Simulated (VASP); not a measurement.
Write the native input for VASP 6.6.1 that does the following.

```yaml
Task: relaxation of cell and atoms
Functional: PBE
Potentials_or_basis: VASP PAW PBE potentials, release 64 (Be, Nb_sv, As)
Cutoff: 600 eV
k_mesh: 4 × 4 × 4
Occupations: gaussian, width 0.1 eV
Spin: no spin polarisation
Dipole_correction: no
Further_INCAR_settings: ALGO = Normal; EDIFF = 1e-06; IBRION = 2; EDIFFG = -0.04; NSW = 90; ISIF = 3
```

The structure of Be3NbAs lies in POSCAR:

```
Be3NbAs
1.0
    3.8330592649      0.0000000000      0.0000000000
    0.0000000000      3.8330592649      0.0000000000
    0.0000000000      0.0000000000      3.8330592649
Be Nb As
3 1 1
Direct
    0.0000000000      0.5000000000      0.5000000000
    0.5000000000      0.0000000000      0.5000000000
    0.5000000000      0.5000000000      0.0000000000
    0.0000000000      0.0000000000      0.0000000000
    0.5000000000      0.5000000000      0.5000000000
```

The input as run:

INCAR

```
PREC = Accurate ; ENCUT = 600
EDIFF = 1E-6 ; ISMEAR = 0
SIGMA = 0.1 ; LREAL = False
LASPH = True ; NELM = 60
ALGO = Normal ; ISIF = 3
LWAVE = False ; LCHARG = False
GGA = PE ; IBRION = 2
NSW = 90 ; EDIFFG = -0.04
```

KPOINTS

```
Automatic mesh
0
Gamma
  4 4 4
```

Potentials or basis: VASP PAW PBE potentials, release 64 (Be, Nb_sv, As).

Command:

```bash
$ cat potpaw_PBE.64/Be/POTCAR potpaw_PBE.64/Nb_sv/POTCAR potpaw_PBE.64/As/POTCAR > POTCAR
$ mpirun -np 1 vasp_std > vasp.out
```

It gave:

```
Relaxed volume                        : 14.39 Å³/atom
Relaxed cell                          : a = 4.159 Å, b = 4.159 Å, c = 4.159 Å, α = 90.00°, β = 90.00°, γ = 90.00°
Space group after relaxing (to 0.1 Å) : Pm-3m (No. 221)
Energy gained by relaxing             : 285.3 meV/atom
Ionic steps                           : 3
Pressure after relaxing               : 0.3 GPa
Band gap on the k mesh                : zero (bands 12 and 13 overlap by 1.29 eV)
```

Caveat: the k points lie up to 0.38 Å⁻¹ apart in the final cell, too coarse for converged energies and pressures of a metal; the volume moved by over 15 % at a fixed basis, so the end points are rough.

Wall time 23 s on 1 thread of Intel(R) Xeon(R) Platinum 8488C (Sapphire Rapids), on a shared host, peak memory 0.19 GiB.
